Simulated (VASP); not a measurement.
Set up this calculation in VASP 6.6.1, as the native input.

| Property | Result |
| --- | --- |
| Task | single point |
| Functional | PBEsol |
| Potentials or basis | VASP PAW PBE potentials, release 64 (W_sv, Si) |
| Cutoff | 520 eV |
| k mesh | 12 × 12 × 12 |
| Occupations | fermi-dirac, width 0.05 eV |
| Spin | no spin polarisation |
| Dipole correction | no |
| Further INCAR settings | ALGO = Normal; EDIFF = 1e-06; NBANDS = 18 |

The structure of Si2W lies in POSCAR:

```
Si2W
1.0
   -1.6069000000      1.6069000000      3.9149500000
    1.6069000000     -1.6069000000      3.9149500000
    1.6069000000      1.6069000000     -3.9149500000
W Si
1 2
Direct
    0.0000000000      0.0000000000      0.0000000000
    0.6653000000      0.6653000000      0.0000000000
    0.3347000000      0.3347000000      0.0000000000
```

These files were run (other wordings do the same):

INCAR

```
SYSTEM = Si2W
PREC = Accurate ; ENCUT = 520
EDIFF = 1E-6 ; ISMEAR = -1
SIGMA = 0.05 ; LREAL = .FALSE.
LASPH = .TRUE. ; NELM = 100
ALGO = Normal ; ISIF = 2
LWAVE = .FALSE. ; LCHARG = .TRUE.
GGA = PS ; LELF = .TRUE.
LVHAR = .TRUE. ; NBANDS = 18
```

KPOINTS

```
Automatic mesh
0
G
  12 12 12
  0 0 0
```

Potentials or basis: VASP PAW PBE potentials, release 64 (W_sv, Si).

Launch:

```sh
$ cat potpaw_PBE.64/W_sv/POTCAR potpaw_PBE.64/Si/POTCAR > POTCAR
$ mpirun -np 1 vasp_std > vasp.out
```

It gave:

The pressure is -1.7 GPa, the largest force is 0.027 eV/Å and the band gap on the k mesh is zero (band 11 reaches 12.59 eV, above the bottom of band 12 at 11.29 eV).

Caveat: the PAW data sets were made with another functional, which shifts forces and pressure a little; spin-orbit coupling is left out, which moves the levels of the heavy elements.

Run time: 2.7 min on 1 thread of AMD EPYC 7R43 64-Core Processor (Zen 3) (shared host), peak memory 0.24 GiB.
